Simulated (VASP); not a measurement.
# SiC (lda) (F-43m) in VASP: further runs, part 2 of 2

VASP 6.6.1.

### 4 Single point, LDA

Input file INCAR:

```
ALGO = Normal ; EDIFF = 1E-6
ENCUT = 600 ; GGA = CA
GGA_COMPAT = False ; ISIF = 2
ISMEAR = 0 ; LASPH = True
LCHARG = False ; LREAL = False
LWAVE = False ; NBANDS = 11
NELM = 120 ; PREC = Accurate
SIGMA = 0.01
```

Input file KPOINTS:

```
k-points
0
Gamma
  10 10 10
```

Input file POSCAR:

```
SiC
1.0
    0.0000000000      2.1644841941      2.1644841941
    2.1644841941      0.0000000000      2.1644841941
    2.1644841941      2.1644841941      0.0000000000
Si C
1 1
Direct
    0.0000000000      0.0000000000      0.0000000000
    0.2500000000      0.2500000000      0.2500000000
```

Potentials or basis: VASP PAW LDA potentials, release 64 (Si, C).

Launch:

```console
cat potpaw_LDA.64/Si/POTCAR potpaw_LDA.64/C/POTCAR > POTCAR
mpirun -np 1 vasp_std > vasp.out
```

OUTCAR:

```text
EDIFF = 1E-6
   ENCUT = 600
   GGA = CA
   ISIF = 2
   ISMEAR = 0
   LASPH = True
   LREAL = False
   NELM = 120
   PREC = Accurate

 ion  position               nearest neighbor table
   1  0.000  0.000  0.000-   2 1.87   2 1.87   2 1.87   2 1.87
   2  0.250  0.250  0.250-   1 1.87   1 1.87   1 1.87   1 1.87

  LATTYP: Found a face centered cubic cell.
 ALAT       =     4.3289683882

  Lattice vectors:

 A1 = (   0.0000000000,   2.1644841941,   2.1644841941)
 A2 = (   2.1644841941,   0.0000000000,   2.1644841941)
 A3 = (   2.1644841941,   2.1644841941,   0.0000000000)

Analysis of symmetry for initial positions (statically):
=====================================================================
 Subroutine PRICEL returns:
 Original cell was already a primitive cell.

 Routine SETGRP: Setting up the symmetry group for a
 face centered cubic supercell.

 Subroutine GETGRP returns: Found 24 space group operations
 (whereof 24 operations were pure point group operations)
 out of a pool of 48 trial point group operations.

The static configuration has the point symmetry T_d .

Analysis of symmetry for dynamics (positions and initial velocities):
=====================================================================
 Subroutine PRICEL returns:
 Original cell was already a primitive cell.

 Routine SETGRP: Setting up the symmetry group for a
 face centered cubic supercell.

 Subroutine GETGRP returns: Found 24 space group operations
 (whereof 24 operations were pure point group operations)
 out of a pool of 48 trial point group operations.

The dynamic configuration has the point symmetry T_d .

 Subroutine INISYM returns: Found 24 space group operations
 (whereof 24 operations are pure point group operations),
 and found     1 'primitive' translations

----------------------------------------------------------------------------------------

                                     Primitive cell
[... 112 lines left out ...]
  volume/ion in A,a.u.               =      10.14        68.43
  Fermi-wavevector in a.u.,A,eV,Ry     =   1.200624  2.268851 19.612776  1.441498
  Thomas-Fermi vector in A             =   2.336455
   LORBIT       =      0    0 simple, 1 ext, 2 COOP (PROOUT), +10 PAW based schemes
   GGA     = CA    functional components
   LHFCALC =     F    Hartree Fock is set to
   AEXX    =    0.0000 exact exchange contribution
   IVDW    =     0    specifies the selected vdW correction
   LEPSILON=     F    determine dielectric tensor
   LRPA    =     F    only Hartree local field effects (RPA)
 non-spin polarized calculation
 Gauss-broadening in eV      SIGMA  =   0.01
  energy-cutoff  :      600.00
  volume of cell :       20.28
 maximum number of plane-waves:       700
   NGX = 13   NGY = 13   NGZ = 13

 number of electron       8.0000000 magnetization

 Free energy of the ion-electron system (eV)
  ---------------------------------------------------
  ext. energy  EPLUGINS =         0.00000000
  ---------------------------------------------------
  free energy    TOTEN  =       -16.64463007 eV

  energy without entropy =      -16.64463007  energy(sigma->0) =      -16.64463007

 E-fermi :   8.3870     XC(G=0): -11.6421

 val. band max:        8.2905429562   @ k =   0.0000   0.0000   0.0000
 cond. band min:       9.5783181592   @ k =   0.5000   0.5000   0.0000
 fundamental gap:      1.2877752030
 Fermi energy:         8.3869666577

 k-point     1 :       0.0000    0.0000    0.0000
  band No.  band energies     occupation
      1      -7.1826      2.00000
      2       8.2905      2.00000
      3       8.2905      2.00000
      4       8.2905      2.00000
      5      14.8188      0.00000
      6      15.6217      0.00000
      7      15.6217      0.00000
      8      15.6217      0.00000
      9      22.8675      0.00000
     10      22.8675      0.00000
     11      24.7746      0.00000
[... 309 lines left out ...]
 k-point    24 :       0.4000    0.3000    0.0000
  band No.  band energies     occupation
      1      -3.9671      2.00000
      2       2.7335      2.00000
      3       5.0849      2.00000
      4       5.6265      2.00000
      5      11.1094      0.00000
      6      13.8760      0.00000
      7      19.9892      0.00000
      8      20.2580      0.00000
      9      22.1106      0.00000
     10      26.4381      0.00000
     11      29.7130      0.00000

 [... further k-points ...]
[... 5 lines left out ...]
  --------------------------------------------------------------------------------------
  -------------------------------------------------------------------------------------
  Total        0.0330984      0.0330984      0.0330984      0.0000000      0.0000000     -0.0000000
  in kB        2.6147144      2.6147144      2.6147144      0.0000000      0.0000000     -0.0000000
  external PRESSURE =       2.6147144 kB  Pullay stress =       0.0000000 kB

 VOLUME and BASIS-vectors are now :
 -----------------------------------------------------------------------------
  energy-cutoff  :      600.00
  volume of cell :       20.28
      direct lattice vectors                 reciprocal lattice vectors
     0.000000000  2.164484194  2.164484194    -0.231001918  0.231001918  0.231001918
     2.164484194  0.000000000  2.164484194     0.231001918 -0.231001918  0.231001918
     2.164484194  2.164484194  0.000000000     0.231001918  0.231001918 -0.231001918

 POSITION                                       TOTAL-FORCE (eV/Angst)
 -----------------------------------------------------------------------------------
      0.00000      0.00000      0.00000        -0.000000     -0.000000     -0.000000
      1.08224      1.08224      1.08224         0.000000      0.000000      0.000000
 -----------------------------------------------------------------------------------
    total drift:                                0.000000      0.000000      0.000000

  FREE ENERGIE OF THE ION-ELECTRON SYSTEM (eV)
  ---------------------------------------------------
  free  energy   TOTEN  =       -16.6446300692 eV

  energy  without entropy=      -16.6446300692  energy(sigma->0) =      -16.64463007
```

OSZICAR:

```text
N       E                     dE             d eps       ncg     rms          rms(c)
DAV:   1     0.421375589628E+01    0.42138E+01   -0.44535E+03  1082   0.699E+02
DAV:   2    -0.179921874333E+02   -0.22206E+02   -0.20951E+02  1308   0.117E+02
DAV:   3    -0.187366429351E+02   -0.74446E+00   -0.74328E+00  1265   0.178E+01
DAV:   4    -0.187397903382E+02   -0.31474E-02   -0.31472E-02  1189   0.151E+00
DAV:   5    -0.187398061260E+02   -0.15788E-04   -0.15788E-04  1262   0.977E-02    0.927E+00
DAV:   6    -0.167397816798E+02    0.20000E+01   -0.72594E+00  1163   0.120E+01    0.409E+00
DAV:   7    -0.166657637342E+02    0.74018E-01   -0.41156E-01  1226   0.369E+00    0.182E+00
DAV:   8    -0.166450647541E+02    0.20699E-01   -0.27382E-02  1193   0.998E-01    0.183E-01
DAV:   9    -0.166446151713E+02    0.44958E-03   -0.21135E-03  1246   0.247E-01    0.985E-02
DAV:  10    -0.166446296665E+02   -0.14495E-04   -0.13248E-04  1178   0.717E-02    0.339E-02
DAV:  11    -0.166446300692E+02   -0.40270E-06   -0.37215E-06  1247   0.119E-02
   1 F= -.16644630E+02 E0= -.16644630E+02  d E =-.707190E-45
```

Wall time 18 s (1 thread of AMD EPYC 7R13, shared host); peak memory 0.1 GiB.

Results:

| Item | Value |
| --- | --- |
| Free energy | -16.6446 eV |
| Pressure | 0.3 GPa |
| Band gap on the k mesh | 1.29 eV, indirect (least direct gap 4.52 eV) |

Levels at points of the mesh, in eV from the valence-band top:
| k point | band 1 | band 2 | band 3 | band 4 | band 5 | band 6 | band 7 | band 8 | band 9 |
| --- | --- | --- | --- | --- | --- | --- | --- | --- | --- |
| (0.00, 0.00, 0.00) | -15.47 | 0.00 | 0.00 | 0.00 | 6.53 | 7.33 | 7.33 | 7.33 | 14.58 |
| (0.50, 0.00, 0.00) | -11.78 | -8.67 | -1.06 | -1.06 | 5.57 | 7.21 | 7.21 | 10.03 | 16.18 |
| (0.50, 0.50, 0.00) | -10.28 | -7.88 | -3.23 | -3.23 | 1.29 | 4.26 | 14.06 | 14.06 | 14.82 |

A k mesh can miss the band edges.
